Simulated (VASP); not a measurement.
# Hf (P6_3/mmc) in VASP: a series of runs, part 2 of 2

VASP 6.6.1.

### 4 Single point, PBEsol (16.42 Å³/atom)

This run uses another cell than the first one, of 16.42 Å³/atom.

Input file INCAR:

```
PREC     = Accurate       # precision mode
ENCUT    = 500            # plane-wave cutoff, eV
EDIFF    = 1E-6           # SCF threshold, eV
ISMEAR   = -1             # smearing method
SIGMA    = 0.08           # smearing width, eV
LREAL    = F              # projectors in reciprocal space
LASPH    = T              # aspherical terms in the spheres
NELM     = 120            # most SCF steps
ALGO     = Normal         # electronic algorithm
ISIF     = 2              # what is computed and relaxed
LWAVE    = F              # write WAVECAR
LCHARG   = T              # write CHGCAR
GGA      = PS             # functional
LELF     = T              # ELF
LVHAR    = T            
NBANDS   = 17             # bands
GGA_COMPAT= F
```

Input file KPOINTS:

```
Automatic mesh
0
Gamma
  15 15 9
```

Input file POSCAR:

```
Hf
1.0
    2.8546930513      0.0000000000      0.0000000000
   -1.4273465256      2.4722367024      0.0000000000
    0.0000000000      0.0000000000      4.6531568860
Hf
2
Direct
    0.3333333333      0.6666666667      0.2500000000
    0.6666666667      0.3333333333      0.7500000000
```

Potentials or basis: VASP PAW PBE potentials, release 64 (Hf_pv).

Command:

```sh
cat potpaw_PBE.64/Hf_pv/POTCAR > POTCAR
mpirun -np 1 vasp_std > vasp.out
```

OUTCAR:

```text
PREC = Accurate
   ENCUT = 500
   EDIFF = 1E-6
   ISMEAR = -1
   LREAL = F
   LASPH = T
   NELM = 120
   ISIF = 2
   GGA = PS

 ion  position               nearest neighbor table
   1  0.333  0.667  0.250-   2 2.85   2 2.85   2 2.85   2 2.85   2 2.85   2 2.85
   2  0.667  0.333  0.750-   1 2.85   1 2.85   1 2.85   1 2.85   1 2.85   1 2.85

  LATTYP: Found a hexagonal cell.
 ALAT       =     2.8546930513
 C/A-ratio  =     1.6300025265

  Lattice vectors:

 A1 = (   2.8546930513,   0.0000000000,   0.0000000000)
 A2 = (  -1.4273465256,   2.4722367024,   0.0000000000)
 A3 = (   0.0000000000,   0.0000000000,   4.6531568860)

Analysis of symmetry for initial positions (statically):
=====================================================================
 Subroutine PRICEL returns:
 Original cell was already a primitive cell.

 Routine SETGRP: Setting up the symmetry group for a
 hexagonal supercell.

 Subroutine GETGRP returns: Found 24 space group operations
 (whereof 12 operations were pure point group operations)
 out of a pool of 24 trial point group operations.

The static configuration has the point symmetry D_3d.
 The point group associated with its full space group is D_6h.

Analysis of symmetry for dynamics (positions and initial velocities):
=====================================================================
 Subroutine PRICEL returns:
 Original cell was already a primitive cell.

 Routine SETGRP: Setting up the symmetry group for a
 hexagonal supercell.

 Subroutine GETGRP returns: Found 24 space group operations
 (whereof 12 operations were pure point group operations)
 out of a pool of 24 trial point group operations.

The dynamic configuration has the point symmetry D_3d.
 The point group associated with its full space group is D_6h.

 Subroutine INISYM returns: Found 24 space group operations
 (whereof 12 operations are pure point group operations),
[... 112 lines left out ...]
   EFERMI_NEDOS =   21; number of points for ismear=-14 and -15
   IALGO  =     38    algorithm
   IMIX   =      4    mixing-type and parameters
     AMIX     =   0.40;   BMIX     =  1.00
     AMIX_MAG =   1.60;   BMIX_MAG =  1.00
  volume/ion in A,a.u.               =      16.42       110.81
  Fermi-wavevector in a.u.,A,eV,Ry     =   1.387669  2.622314 26.199709  1.925624
  Thomas-Fermi vector in A             =   2.511868
   LORBIT       =      0    0 simple, 1 ext, 2 COOP (PROOUT), +10 PAW based schemes
   GGA     = PS    functional components
   LHFCALC =     F    Hartree Fock is set to
   AEXX    =    0.0000 exact exchange contribution
   IVDW    =     0    specifies the selected vdW correction
   LEPSILON=     F    determine dielectric tensor
   LRPA    =     F    only Hartree local field effects (RPA)
 non-spin polarized calculation
  energy-cutoff  :      500.00
  volume of cell :       32.84
 maximum number of plane-waves:       847
 NGX is ok and might be reduce to    24
   NGX = 11   NGY = 11   NGZ = 17

 number of electron      20.0000000 magnetization

 Free energy of the ion-electron system (eV)
  ---------------------------------------------------
  ext. energy  EPLUGINS =         0.00000000
  ---------------------------------------------------
  free energy    TOTEN  =       -19.74251266 eV

  energy without entropy =      -19.70887809  energy(sigma->0) =      -19.72569537

 E-fermi :   7.1110     XC(G=0): -12.8914

 val. band max:        7.1096043597   @ k =   0.2000   0.1333   0.3333
 cond. band min:       7.1116381565   @ k =   0.3333   0.2000   0.4444
 fundamental gap:      0.0020337968
 Fermi energy:         7.1110193427

 k-point     1 :       0.0000    0.0000    0.0000
  band No.  band energies     occupation
      1     -24.0809      2.00000
      2     -22.1483      2.00000
      3     -22.1483      2.00000
      4     -21.9024      2.00000
      5     -21.8728      2.00000
      6     -21.8728      2.00000
[... 457 lines left out ...]
      4     -22.9684      2.00000
      5     -22.5356      2.00000
      6     -22.5337      2.00000
[... 9 lines left out ...]
     16      14.8839      0.00000
     17      16.6548      0.00000

 [... further k-points ...]

------------------------ aborting loop because EDIFF is reached ----------------------------------------

  FORCE on cell =-STRESS in cart. coord.  units (eV):
  Direction    XX          YY          ZZ          XY          YZ          ZX
  --------------------------------------------------------------------------------------
  -------------------------------------------------------------------------------------
  Total        9.9490018      9.9490018      9.8784057      0.0000000     -0.0000000      0.0000000
  in kB      485.3923516    485.3923516    481.9481054      0.0000000     -0.0000000      0.0000000
  external PRESSURE =     484.2442695 kB  Pullay stress =       0.0000000 kB

 VOLUME and BASIS-vectors are now :
 -----------------------------------------------------------------------------
  energy-cutoff  :      500.00
  volume of cell :       32.84
      direct lattice vectors                 reciprocal lattice vectors
     2.854693051  0.000000000  0.000000000     0.350300359  0.202246006  0.000000000
    -1.427346526  2.472236702  0.000000000     0.000000000  0.404492013  0.000000000
     0.000000000  0.000000000  4.653156886     0.000000000  0.000000000  0.214907862

 POSITION                                       TOTAL-FORCE (eV/Angst)
 -----------------------------------------------------------------------------------
     -0.00000      1.64816      1.16329        -0.000000     -0.000000      0.000000
      1.42735      0.82408      3.48987         0.000000      0.000000      0.000000
 -----------------------------------------------------------------------------------
    total drift:                               -0.000000      0.000000     -0.000000

  FREE ENERGIE OF THE ION-ELECTRON SYSTEM (eV)
  ---------------------------------------------------
  free  energy   TOTEN  =       -19.7425126595 eV

  energy  without entropy=      -19.7088780871  energy(sigma->0) =      -19.72569537
```

OSZICAR:

```text
N       E                     dE             d eps       ncg     rms          rms(c)
DAV:   1     0.530823949869E+02    0.53082E+02   -0.11350E+04  4590   0.114E+03
DAV:   2    -0.185527363865E+02   -0.71635E+02   -0.69705E+02  6029   0.256E+02
DAV:   3    -0.202417736734E+02   -0.16890E+01   -0.16783E+01  5544   0.271E+01
DAV:   4    -0.202508795971E+02   -0.91059E-02   -0.91020E-02  5847   0.232E+00
DAV:   5    -0.202509284516E+02   -0.48855E-04   -0.48852E-04  5525   0.155E-01    0.799E+01
DAV:   6    -0.198913492291E+02    0.35958E+00   -0.23755E-01  5286   0.342E+00    0.475E+01
DAV:   7    -0.197470398415E+02    0.14431E+00   -0.41239E-01  5448   0.436E+00    0.197E+00
DAV:   8    -0.197424491213E+02    0.45907E-02   -0.24715E-02  5316   0.111E+00    0.266E-01
DAV:   9    -0.197425131889E+02   -0.64068E-04   -0.55383E-04  6055   0.166E-01    0.136E-01
DAV:  10    -0.197425127047E+02    0.48419E-06   -0.24271E-05  5181   0.365E-02    0.184E-01
DAV:  11    -0.197425126595E+02    0.45176E-07   -0.41028E-06  5308   0.142E-02
   1 F= -.19742513E+02 E0= -.19725695E+02  d E =-.336346E-01
```

stdout:

```text
POSCAR found type information on POSCAR Hf
 POSCAR found :  1 types and       2 ions
 scaLAPACK will be used
 -----------------------------------------------------------------------------
|                                                                             |
|                                                                             |
|     You enforced a specific xc type in the INCAR file but a different       |
|     I HOPE YOU KNOW WHAT YOU ARE DOING!                                     |
|                                                                             |
 -----------------------------------------------------------------------------

 LDA part: xc-table for (Slater+PW92), standard interpolation
 POSCAR, INCAR and KPOINTS ok, starting setup
 FFT: planning ... GRIDC
 FFT: planning ... GRID_SOFT
 FFT: planning ... GRID
 WAVECAR not read
 entering main loop
```

It took 39 s on 1 thread of AMD EPYC 9R45 (Zen 5), shared host; peak memory 0.16 GiB.

What came out:

```yaml
Free_energy: -19.7425 eV
Pressure: 48.4 GPa
Band_gap_on_the_k_mesh: zero (bands 10 and 11 overlap by 1.78 eV)
```

Stress tensor (GPa, compression positive):
```
48.54  0.00  0.00
 0.00 48.54  0.00
 0.00  0.00 48.19
```

Caveat: the cell stands under pressure; the PAW data sets were made with another functional, which shifts forces and pressure a little; spin-orbit coupling is left out, which moves the levels of the heavy elements.
